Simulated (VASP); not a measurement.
# In (Im-3m) in VASP: further runs

Runs on In. Level: PBEsol. Tasks: relaxation of cell and atoms.

All numbers are computed with VASP 6.6.1; they aren't measurements. Logs are shortened: lines on timing, memory, paths and dates and some standing lists are left out, and cuts for length are marked.

## 1. The cell of the first run

It takes space group Im-3m (No. 229, cubic). Conventional cell: a = 3.740 Å, b = 3.740 Å, c = 3.740 Å, α = 90.00°, β = 90.00°, γ = 90.00°. In (site symmetry m-3m) has 14 In at 3.24 to 3.74 Å within 4.3 Å.

This isn't the form of In at room conditions, which is tetragonal.

## 2. Relaxation of cell and atoms, PBEsol, target pressure 20 GPa, at which the enthalpy is minimised

INCAR

```
SYSTEM = In
PREC = Accurate
ENCUT = 500
EDIFF = 1E-7
ISMEAR = 0
SIGMA = 0.1
LREAL = .False.
LASPH = .True.
NELM = 120
ALGO = Normal
ISIF = 3
LWAVE = .False.
LCHARG = .False.
GGA = PS
IBRION = 2
NSW = 80
EDIFFG = -0.03
PSTRESS = 200.0
GGA_COMPAT = .False.
NELMIN = 4
```

KPOINTS

```
Automatic mesh
0
Gamma
  15 15 15
  0 0 0
```

POSCAR

```
In
1.0
   -1.8700000000      1.8700000000      1.8700000000
    1.8700000000     -1.8700000000      1.8700000000
    1.8700000000      1.8700000000     -1.8700000000
In
1
Direct
    0.0000000000      0.0000000000      0.0000000000
```

Potentials or basis: VASP PAW PBE potentials, release 64 (In_d).

Started as:

```console
cat potpaw_PBE.64/In_d/POTCAR > POTCAR
mpirun -np 1 vasp_std > vasp.out
```

OUTCAR:

```text
SYSTEM = In
   PREC = Accurate
   ENCUT = 500
   EDIFF = 1E-7
   ISMEAR = 0
   LREAL = .False.
   LASPH = .True.
   NELM = 120
   ISIF = 3
   GGA = PS
   IBRION = 2
   NSW = 80
   EDIFFG = -0.03
   PSTRESS = 200.0
   NELMIN = 4

 ion  position               nearest neighbor table
   1  0.000  0.000  0.000-

  LATTYP: Found a body centered cubic cell.
 ALAT       =     3.7400000000

  Lattice vectors:

 A1 = (  -1.8700000000,   1.8700000000,   1.8700000000)
 A2 = (   1.8700000000,  -1.8700000000,   1.8700000000)
 A3 = (   1.8700000000,   1.8700000000,  -1.8700000000)

Analysis of symmetry for initial positions (statically):
=====================================================================
 Subroutine PRICEL returns:
 Original cell was already a primitive cell.

 Routine SETGRP: Setting up the symmetry group for a
 body centered cubic supercell.

 Subroutine GETGRP returns: Found 48 space group operations
 (whereof 48 operations were pure point group operations)
 out of a pool of 48 trial point group operations.

The static configuration has the point symmetry O_h .

Analysis of symmetry for dynamics (positions and initial velocities):
=====================================================================
 Subroutine PRICEL returns:
 Original cell was already a primitive cell.

 Routine SETGRP: Setting up the symmetry group for a
 body centered cubic supercell.

 Subroutine GETGRP returns: Found 48 space group operations
 (whereof 48 operations were pure point group operations)
 out of a pool of 48 trial point group operations.

The dynamic configuration has the point symmetry O_h .

 Subroutine INISYM returns: Found 48 space group operations
 (whereof 48 operations are pure point group operations),
 and found     1 'primitive' translations

----------------------------------------------------------------------------------------

                                     Primitive cell

  volume of cell :      26.1568

  direct lattice vectors                    reciprocal lattice vectors
    -1.870000000  1.870000000  1.870000000     0.000000000  0.267379679  0.267379679
     1.870000000 -1.870000000  1.870000000     0.267379679  0.000000000  0.267379679
     1.870000000  1.870000000 -1.870000000     0.267379679  0.267379679  0.000000000

  length of vectors
     3.238935010  3.238935010  3.238935010     0.378131969  0.378131969  0.378131969

  position of ions in fractional coordinates (direct lattice)
     0.000000000  0.000000000  0.000000000

  ion indices of the primitive-cell ions
   primitive index   ion index
                 1           1

----------------------------------------------------------------------------------------

 KPOINTS: Automatic mesh

Automatic generation of k-mesh.
 Grid dimensions read from file:
 generate k-points for:   15   15   15

 Generating k-lattice:

  Cartesian coordinates                     Fractional coordinates (reciprocal lattice)
     0.000000000  0.017825312  0.017825312     0.066666667  0.000000000  0.000000000
     0.017825312  0.000000000  0.017825312     0.000000000  0.066666667  0.000000000
     0.017825312  0.017825312  0.000000000     0.000000000  0.000000000  0.066666667

  Length of vectors
     0.025208798  0.025208798  0.025208798

  Shift w.r.t. Gamma in fractional coordinates (k-lattice)
     0.000000000  0.000000000  0.000000000

 Subroutine IBZKPT returns following result:
 ===========================================

 Found    120 irreducible k-points:

 Following reciprocal coordinates:
            Coordinates               Weight
  0.000000  0.000000  0.000000      1.000000
  0.066667  0.000000  0.000000     12.000000
  0.133333  0.000000  0.000000     12.000000
  0.200000  0.000000  0.000000     12.000000
  0.266667  0.000000  0.000000     12.000000
  0.333333  0.000000  0.000000     12.000000
[... 16 lines left out ...]
  0.333333  0.200000  0.000000     48.000000
  0.400000  0.200000  0.000000     24.000000
 [... further k-points ...]
   k-points           NKPTS =    120   k-points in BZ     NKDIM =    120   number of bands    NBANDS=     10
   number of dos      NEDOS =    301   number of ions     NIONS =      1
   total plane-waves  NPLWV =  13824
   dimension x,y,z NGX =    24 NGY =   24 NGZ =   24
   dimension x,y,z NGXF=    48 NGYF=   48 NGZF=   48
   ions per type =               1
   NGX,Y,Z   is equivalent  to a cutoff of  12.32, 12.32, 12.32 a.u.
   NGXF,Y,Z  is equivalent  to a cutoff of  24.64, 24.64, 24.64 a.u.
 SYSTEM =  In
   PREC   = accura    normal or accurate (medium, high low for compatibility)
   ISTART =      0    job   : 0-new  1-cont  2-samecut
   ICHARG =      2    charge: 1-file 2-atom 10-const
   ISPIN  =      1    spin polarized calculation?
   LNONCOLLINEAR =      F non collinear calculations
   LSORBIT =      F    spin-orbit coupling
   LASPH  =      T    aspherical Exc in radial PAW
   ENCUT  =  500.0 eV  36.75 Ry    6.06 a.u.   5.91  5.91  5.91*2*pi/ulx,y,z
   NELM   =    120;   NELMIN=  4; NELMDL= -5     # of ELM steps
   EDIFF  = 0.1E-06   stopping-criterion for ELM
   LREAL  =      F    real-space projection
   EDIFFG = -.3E-01   stopping-criterion for IOM
   NSW    =     80    number of steps for IOM
   IBRION =      2    ionic relax: 0-MD 1-quasi-New 2-CG
   NFREE  =      1    steps in history (QN), initial steepest desc. (CG)
   ISIF   =      3    stress and relaxation
   ISYM   =      2    0-nonsym 1-usesym 2-fastsym
   POTIM  = 0.5000    time-step for ionic-motion
   TEBEG  =    0.0;   TEEND  =   0.0 temperature during run
   PSTRESS=  200.0 pullay stress
   NELECT =      13.0000    total number of electrons
   NUPDOWN=      -1.0000    fix difference up-down
   EMIN   =  10.00;   EMAX   =-10.00  energy-range for DOS
   EFERMI =   0.00;   METHOD = LEGACY
   ISMEAR =     0;   SIGMA  =   0.10  broadening in eV -4-tet -1-fermi 0-gaus
   EFERMI_NEDOS =   21; number of points for ismear=-14 and -15
   IALGO  =     38    algorithm
   IMIX   =      4    mixing-type and parameters
     AMIX     =   0.40;   BMIX     =  1.00
     AMIX_MAG =   1.60;   BMIX_MAG =  1.00
  volume/ion in A,a.u.               =      26.16       176.51
  Fermi-wavevector in a.u.,A,eV,Ry     =   1.296764  2.450529 22.879521  1.681597
  Thomas-Fermi vector in A             =   2.428200
   LORBIT       =      0    0 simple, 1 ext, 2 COOP (PROOUT), +10 PAW based schemes
   GGA     = PS    functional components
   LHFCALC =     F    Hartree Fock is set to
   AEXX    =    0.0000 exact exchange contribution
   IVDW    =     0    specifies the selected vdW correction
   LEPSILON=     F    determine dielectric tensor
   LRPA    =     F    only Hartree local field effects (RPA)
 conjugate gradient relaxation of ions
 non-spin polarized calculation
 Gauss-broadening in eV      SIGMA  =   0.10
  energy-cutoff  :      500.00
  volume of cell :       26.16
 maximum number of plane-waves:       682
   NGX = 11   NGY = 11   NGZ = 11

--------------------------------------- Ionic step        1  -------------------------------------------

 number of electron      12.9999994 magnetization

 Free energy of the ion-electron system (eV)
  ---------------------------------------------------
  ext. energy  EPLUGINS =         0.00000000
  ---------------------------------------------------
  free energy    TOTEN  =        -2.96905054 eV

  energy without entropy =       -2.96650158  energy(sigma->0) =       -2.96777606

 E-fermi :   7.3429     XC(G=0): -10.4083

 val. band max:        7.3113673732   @ k =  -0.4000   0.4000   0.2000
 cond. band min:       7.3533908464   @ k =  -0.4667  -0.4667   0.3333
 fundamental gap:      0.0420234732
 Fermi energy:         7.3429136811

 k-point     1 :       0.0000    0.0000    0.0000
  band No.  band energies     occupation
      1      -7.2350      2.00000
      2      -7.2350      2.00000
      3      -7.2350      2.00000
      4      -6.9538      2.00000
      5      -6.9538      2.00000
      6      -2.2031      2.00000
      7      18.4509      0.00000
      8      18.4509      0.00000
      9      18.4509      0.00000
     10      20.3659      0.00000

 k-point     2 :       0.0667    0.0000    0.0000
  band No.  band energies     occupation
      1      -7.2399      2.00000
      2      -7.2303      2.00000
      3      -7.2162      2.00000
      4      -6.9591      2.00000
      5      -6.9539      2.00000
      6      -2.1002      2.00000
      7      17.3811      0.00000
      8      17.9406      0.00000
      9      18.1980      0.00000
     10      19.6924      0.00000
[... 425 lines left out ...]
  FREE ENERGIE OF THE ION-ELECTRON SYSTEM (eV)
  ---------------------------------------------------
  free  energy   TOTEN  =        -2.7144146076 eV

  energy  without entropy=       -2.7129161581  energy(sigma->0) =       -2.71366538

  enthalpy is  TOTEN    =        -0.1754899820 eV   P V=        2.5389246256

--------------------------------------- Ionic step        5  -------------------------------------------

 number of electron      13.0000007 magnetization

 Free energy of the ion-electron system (eV)
  ---------------------------------------------------
  ext. energy  EPLUGINS =         0.00000000
  ---------------------------------------------------
  free energy    TOTEN  =        -2.70126895 eV

  energy without entropy =       -2.69973728  energy(sigma->0) =       -2.70050312

 E-fermi :  10.7729     XC(G=0): -11.6926

 val. band max:       10.7704966389   @ k =  -0.4000   0.4000   0.2000
 cond. band min:      10.8678567713   @ k =   0.2667   0.2667   0.0667
 fundamental gap:      0.0973601324
 Fermi energy:        10.7729072778

 k-point     1 :       0.0000    0.0000    0.0000
  band No.  band energies     occupation
      1      -4.3535      2.00000
      2      -4.3535      2.00000
      3      -4.3535      2.00000
      4      -3.8276      2.00000
      5      -3.8276      2.00000
      6      -0.8906      2.00000
      7      24.3787      0.00000
      8      24.3787      0.00000
      9      24.3787      0.00000
     10      24.9823      0.00000

 k-point     2 :       0.0667    0.0000    0.0000
  band No.  band energies     occupation
      1      -4.3638      2.00000
      2      -4.3466      2.00000
      3      -4.3189      2.00000
      4      -3.8386      2.00000
      5      -3.8275      2.00000
      6      -0.7647      2.00000
      7      22.9956      0.00000
      8      23.9816      0.00000
      9      24.1999      0.00000
     10      24.4865      0.00000
[... 308 lines left out ...]
 POSITION                                       TOTAL-FORCE (eV/Angst)
 -----------------------------------------------------------------------------------
      0.00000     -0.00000      0.00000        -0.000000     -0.000000      0.000000
 -----------------------------------------------------------------------------------
    total drift:                               -0.000000      0.000000      0.000000

  FREE ENERGIE OF THE ION-ELECTRON SYSTEM (eV)
  ---------------------------------------------------
  free  energy   TOTEN  =        -2.7012689481 eV

  energy  without entropy=       -2.6997372845  energy(sigma->0) =       -2.70050312

  enthalpy is  TOTEN    =        -0.1756461413 eV   P V=        2.5256228069

 reached required accuracy - stopping structural energy minimisation
```

It took 48 s on 1 thread of AMD EPYC 9R45 (Zen 5), shared host; peak memory 0.14 GiB.

What came out:

```
Free energy                                                : -2.7013 eV
Relaxed volume                                             : 20.23 Å³/atom
Relaxed cell                                               : a = 2.973 Å, b = 2.973 Å, c = 2.973 Å, α = 109.47°, β = 109.47°, γ = 109.47°
Space group after relaxing (to 0.1 Å)                      : Im-3m (No. 229)
Energy change on relaxing (the run minimises the enthalpy) : +267.8 meV/atom
Ionic steps                                                : 5
Pressure after relaxing                                    : 20.1 GPa
Band gap on the k mesh                                     : zero (an odd number of electrons rules out a gap without spin polarisation)
```

Step by step:
```csv
step,energy change (eV),largest force (eV/Å),pressure (GPa),volume (Å³)
1,0.0000,0.0000,-0.68,26.16
2,1.6795,0.0000,86.91,15.34
3,0.2290,0.0000,18.00,20.56
4,0.2546,0.0000,19.42,20.34
5,0.2678,0.0000,20.12,20.23
```

Final structure:
```yaml
crystal:
  lattice:
    - [-1.71658, 1.71658, 1.71658]
    - [1.71658, -1.71658, 1.71658]
    - [1.71658, 1.71658, -1.71658]
  atoms:
    - { symbol: In, position: [0.00000, 0.00000, 0.00000] }
```

Levels at points of the mesh, in eV from the Fermi level:
| k point | band 3 | band 4 | band 5 | band 6 | band 7 | band 8 | band 9 | band 10 |
| --- | --- | --- | --- | --- | --- | --- | --- | --- |
| (0.00, 0.00, 0.00) | -15.13 | -14.60 | -14.60 | -11.66 | 13.61 | 13.61 | 13.61 | 14.21 |

Caveat: the cell is relaxed towards a set pressure, so the run minimises the enthalpy, not the energy; the volume moved by over 15 % at a fixed basis, so the end points are rough; the PAW data sets were made with another functional, which shifts forces and pressure a little; spin-orbit coupling is left out, which moves the levels of the heavy elements.

## 3. Relaxation of cell and atoms, PBEsol, target pressure 30 GPa, at which the enthalpy is minimised

INCAR

```
ALGO = Normal
EDIFF = 1E-7
EDIFFG = -0.03
ENCUT = 500
GGA = PS
GGA_COMPAT = F
IBRION = 2
ISIF = 3
ISMEAR = 0
LASPH = T
LCHARG = F
LREAL = F
LWAVE = F
NELM = 120
NELMIN = 4
NSW = 80
PREC = Accurate
PSTRESS = 300.0
SIGMA = 0.1
```

KPOINTS

```
k-points
0
Gamma
  15 15 15
```

POSCAR is that of step 2.

Potentials or basis: VASP PAW PBE potentials, release 64 (In_d).

Started as:

```console
cat potpaw_PBE.64/In_d/POTCAR > POTCAR
mpirun -np 1 vasp_std > vasp.out
```

OUTCAR:

```text
EDIFF = 1E-7
   EDIFFG = -0.03
   ENCUT = 500
   GGA = PS
   IBRION = 2
   ISIF = 3
   ISMEAR = 0
   LASPH = T
   LREAL = F
   NELM = 120
   NELMIN = 4
   NSW = 80
   PREC = Accurate
   PSTRESS = 300.0

 ion  position               nearest neighbor table
   1  0.000  0.000  0.000-

  LATTYP: Found a body centered cubic cell.
 ALAT       =     3.7400000000

  Lattice vectors:

 A1 = (  -1.8700000000,   1.8700000000,   1.8700000000)
 A2 = (   1.8700000000,  -1.8700000000,   1.8700000000)
 A3 = (   1.8700000000,   1.8700000000,  -1.8700000000)

Analysis of symmetry for initial positions (statically):
=====================================================================
 Subroutine PRICEL returns:
 Original cell was already a primitive cell.

 Routine SETGRP: Setting up the symmetry group for a
 body centered cubic supercell.

 Subroutine GETGRP returns: Found 48 space group operations
 (whereof 48 operations were pure point group operations)
 out of a pool of 48 trial point group operations.

The static configuration has the point symmetry O_h .

Analysis of symmetry for dynamics (positions and initial velocities):
=====================================================================
 Subroutine PRICEL returns:
 Original cell was already a primitive cell.

[... 139 lines left out ...]
  energy-cutoff  :      500.00
  volume of cell :       26.16
 maximum number of plane-waves:       682
   NGX = 11   NGY = 11   NGZ = 11

--------------------------------------- Ionic step        1  -------------------------------------------

 number of electron      12.9999994 magnetization

 Free energy of the ion-electron system (eV)
  ---------------------------------------------------
  ext. energy  EPLUGINS =         0.00000000
  ---------------------------------------------------
  free energy    TOTEN  =        -2.96905054 eV

  energy without entropy =       -2.96650158  energy(sigma->0) =       -2.96777606

 E-fermi :   7.3429     XC(G=0): -10.4083

 val. band max:        7.3113673732   @ k =  -0.4000   0.4000   0.2000
 cond. band min:       7.3533908464   @ k =  -0.4667  -0.4667   0.3333
 fundamental gap:      0.0420234732
 Fermi energy:         7.3429136811

 k-point     1 :       0.0000    0.0000    0.0000
  band No.  band energies     occupation
      1      -7.2350      2.00000
      2      -7.2350      2.00000
      3      -7.2350      2.00000
      4      -6.9538      2.00000
      5      -6.9538      2.00000
      6      -2.2031      2.00000
      7      18.4509      0.00000
      8      18.4509      0.00000
      9      18.4509      0.00000
     10      20.3659      0.00000
[... 446 lines left out ...]
--------------------------------------- Ionic step        5  -------------------------------------------

 number of electron      12.9999992 magnetization

 Free energy of the ion-electron system (eV)
  ---------------------------------------------------
  ext. energy  EPLUGINS =         0.00000000
  ---------------------------------------------------
  free energy    TOTEN  =        -2.50622259 eV

  energy without entropy =       -2.50422563  energy(sigma->0) =       -2.50522411

 E-fermi :  11.8055     XC(G=0): -12.0345

 val. band max:       11.8034018079   @ k =  -0.4000   0.4000   0.2000
 cond. band min:      11.8126533994   @ k =   0.2667   0.2667   0.0667
 fundamental gap:      0.0092515915
 Fermi energy:        11.8055265855

 k-point     1 :       0.0000    0.0000    0.0000
  band No.  band energies     occupation
      1      -3.5448      2.00000
      2      -3.5448      2.00000
      3      -3.5448      2.00000
      4      -2.9350      2.00000
      5      -2.9350      2.00000
      6      -0.4969      2.00000
      7      25.4834      0.00000
      8      25.4834      0.00000
      9      25.4834      0.00000
     10      26.8822      0.00000
[... 331 lines left out ...]
  energy  without entropy=       -2.5042256309  energy(sigma->0) =       -2.50522411

  enthalpy is  TOTEN    =         1.0464274920 eV   P V=        3.5526500869

 reached required accuracy - stopping structural energy minimisation
```

CONTCAR:

```text
In
   1.00000000000000
    -1.6801984906747842    1.6801984906747842    1.6801984906747842
     1.6801984906747842   -1.6801984906747842    1.6801984906747842
     1.6801984906747842    1.6801984906747842   -1.6801984906747842
  In
     1
Direct
     0.0000000000000000    0.0000000000000000    0.0000000000000000

  0.00000000E+00  0.00000000E+00  0.00000000E+00
```

Run time: 50 s. Hardware: 1 thread of AMD EPYC 9R45 (Zen 5), shared host; peak memory 0.14 GiB.

What came out:

| Quantity | Value |
| --- | --- |
| Free energy | -2.5062 eV |
| Relaxed volume | 18.97 Å³/atom |
| Relaxed cell | a = 2.910 Å, b = 2.910 Å, c = 2.910 Å, α = 109.47°, β = 109.47°, γ = 109.47° |
| Space group after relaxing (to 0.1 Å) | Im-3m (No. 229) |
| Energy change on relaxing (the run minimises the enthalpy) | +462.8 meV/atom |
| Ionic steps | 5 |
| Pressure after relaxing | 30.0 GPa |
| Band gap on the k mesh | zero (an odd number of electrons rules out a gap without spin polarisation) |

Step by step:
| step | energy change (eV) | largest force (eV/Å) | pressure (GPa) | volume (Å³) |
| --- | --- | --- | --- | --- |
| 1 | 0.0000 | 0.0000 | -0.68 | 26.16 |
| 2 | 5.7589 | 0.0000 | 288.66 | 11.41 |
| 3 | 0.3258 | 0.0000 | 23.14 | 19.80 |
| 4 | 0.3933 | 0.0000 | 26.61 | 19.37 |
| 5 | 0.4628 | 0.0000 | 30.05 | 18.97 |

Final structure:
```cif
data_structure
_symmetry_space_group_name_H-M 'P 1'
_symmetry_Int_Tables_number 1
_cell_length_a 2.9102
_cell_length_b 2.9102
_cell_length_c 2.9102
_cell_angle_alpha 109.471
_cell_angle_beta 109.471
_cell_angle_gamma 109.471
_cell_volume 18.97
loop_
_atom_site_label
_atom_site_type_symbol
_atom_site_fract_x
_atom_site_fract_y
_atom_site_fract_z
_atom_site_occupancy
In1 In 0.00000 0.00000 0.00000 1
```

Caveat: the cell is relaxed towards a set pressure, so the run minimises the enthalpy, not the energy; the volume moved by over 15 % at a fixed basis, so the end points are rough; the PAW data sets were made with another functional, which shifts forces and pressure a little; spin-orbit coupling is left out, which moves the levels of the heavy elements.
